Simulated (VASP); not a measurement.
LuSc4O: single point with PBE

The system is LuSc4O.

```
Lu Sc O
1.0
     2.63214   -6.16864    0.00000
     2.63214    6.16864    0.00000
     0.00000    0.00000    5.34716
Lu Sc O
1 4 1
Direct
  0.00000 0.00000 0.50000
  0.34860 0.65140 0.00000
  0.65140 0.34860 0.00000
  0.00000 0.50000 0.50000
  0.50000 0.00000 0.50000
  0.50000 0.50000 0.00000
```

The cell was generated, and may not be a known phase.

- Program: VASP 6.6.1
- Task: single point
- Functional: PBE
- Potentials or basis: VASP PAW PBE potentials, release 64 (Lu, Sc_sv, O)
- Cutoff: 520 eV
- k mesh: 8 × 8 × 8
- Occupations: gaussian, width 0.1 eV
- Spin: no spin polarisation

| Quantity | Value |
| --- | --- |
| Pressure | 0.2 GPa |
| Largest force | 0.147 eV/Å |
| Band gap on the k mesh | zero (an odd number of electrons rules out a gap without spin polarisation) |

Forces on the atoms (eV/Å):
```
Lu   0.000  0.000  0.000
Sc   0.000  0.147  0.000
Sc   0.000 -0.147  0.000
Sc   0.000  0.000  0.000
Sc   0.000  0.000  0.000
O    0.000  0.000  0.000
```

Stress tensor (GPa, compression positive):
```
0.04 0.00 0.00
0.00 0.53 0.00
0.00 0.00 0.01
```

Levels at points of the mesh, in eV from the Fermi level:
```tsv
k point	band 35	band 36	band 37	band 38	band 39	band 40	band 41	band 42
(0.00, 0.00, 0.00)	-0.73	-0.60	-0.55	-0.13	0.20	0.46	0.50	0.55
(0.50, 0.00, 0.00)	-0.69	-0.27	-0.11	-0.01	0.47	0.55	0.69	0.97
(0.50, 0.50, 0.00)	-0.40	-0.33	-0.24	0.13	0.24	0.43	0.62	0.76
(0.00, 0.00, 0.50)	-0.87	-0.81	-0.40	-0.34	0.38	0.70	0.72	1.22
(0.50, 0.00, 0.50)	-1.11	-0.47	-0.32	0.23	0.26	0.29	0.88	0.89
(0.50, 0.50, 0.50)	-1.25	-0.94	-0.16	-0.06	0.18	0.33	0.86	0.91
```

Wall time 11 min on 1 thread of Intel(R) Xeon(R) 6975P-C (Granite Rapids), on a shared host, peak memory 0.85 GiB.

Caveat: spin-orbit coupling is left out, which moves the levels of the heavy elements.
